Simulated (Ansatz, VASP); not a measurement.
**CdTe: VASP beside Ansatz**

Contents of POSCAR:

```
CdTe
1.0
    0.0000000000      3.2471555650      3.3216790865
    3.2471555650      0.0000000000      3.3216790865
    3.2471555650      3.2471555650      0.0000000000
Cd Te
1 1
Direct
    0.0000000000      0.0000000000      0.0000000000
    0.2500000000      0.2500000000      0.2500000000
```

Contents of INCAR.step1:

```
PREC     = Accurate       # precision mode
ENCUT    = 520            # plane-wave cutoff, eV
ISMEAR   = 0              # smearing method
SIGMA    = 0.01           # smearing width, eV
LREAL    = F              # projectors in reciprocal space
LASPH    = T              # aspherical terms in the spheres
NELM     = 80             # most SCF steps
NBANDS   = 16             # bands
GGA      = PE             # functional
ALGO     = Normal         # electronic algorithm
EDIFF    = 1E-4           # SCF threshold, eV
LWAVE    = T              # write WAVECAR
LCHARG   = F              # write CHGCAR
```

INCAR.step2

```
PREC     = Accurate       # precision mode
ENCUT    = 520            # plane-wave cutoff, eV
EDIFF    = 1E-6           # SCF threshold, eV
ISMEAR   = 0              # smearing method
SIGMA    = 0.01           # smearing width, eV
LREAL    = F              # projectors in reciprocal space
LASPH    = T              # aspherical terms in the spheres
NELM     = 80             # most SCF steps
ALGO     = Normal         # electronic algorithm
ISIF     = 2              # what is computed and relaxed
LWAVE    = F              # write WAVECAR
LCHARG   = F              # write CHGCAR
METAGGA  = R2SCAN         # meta-GGA
LMIXTAU  = T            
NBANDS   = 16             # bands
ISTART   = 1
```

Contents of KPOINTS:

```
regular mesh
0
Gamma
  6 6 6
```

Input for Ansatz:

```yaml
crystal:
  lattice:
    - [0.0, 3.247155565, 3.3216790865]
    - [3.247155565, 0.0, 3.3216790865]
    - [3.247155565, 3.247155565, 0.0]
  atoms:
    - { symbol: Cd, position: [0.0, 0.0, 0.0] }
    - { symbol: Te, position: [0.25, 0.25, 0.25] }
kpoints:
  mp_grid: { grid: [6, 6, 6] }
  band_path:
    path:
      - [0.0, 0.0, 0.0]
      - [-0.5, -0.5, 0.0]
      - [-0.375, -0.375, 0.25]
      - [-0.375, 0.0, 0.375]
      - [0.0, 0.0, 0.5]
      - [-0.5, -0.25, 0.25]
    npoints: 1
hamiltonian:
  xc: r2scan
scf:
  occupations: { method: fixed }
  n_extra_bands: 4
output:
  forces: true
  stress: true
  eigenvalues: true
  write_density: true
  write_potential: true
  elf: true
  volumetric_format: npy
```

Change from the starting cell: epitaxial_xy strain -1.0%.

Alike in both runs: task single point; functional r2SCAN; k mesh 6 × 6 × 6; no spin polarisation.

```csv
,VASP,Ansatz
version,VASP 6.6.1,Ansatz 0.2.0
potentials or method,"VASP PAW PBE potentials, release 64 (Cd, Te)","plane waves, PAW"
plane-wave cutoff (eV),520,500
occupations,"gaussian, width 0.01 eV",fixed
valence electrons in the cell,18,36
```

Ansatz gave:

- gap on the k mesh at the Fermi level (eV): 1.16
- pressure (GPa): 0.3
- traceless stress, the component that is largest in VASP (GPa): -0.27

Q: Which values does VASP return?

A: gap on the k mesh at the Fermi level (eV): 1.15; pressure (GPa): 0.4; traceless stress, the component that is largest in VASP (GPa): -0.27.

VASP's potentials were made for PBE, not for r2SCAN. VASP's potentials hold 18 valence electrons a cell and Ansatz's 36, so a difference there can come from the potentials and not from the codes.

Neither program's run includes spin-orbit coupling.
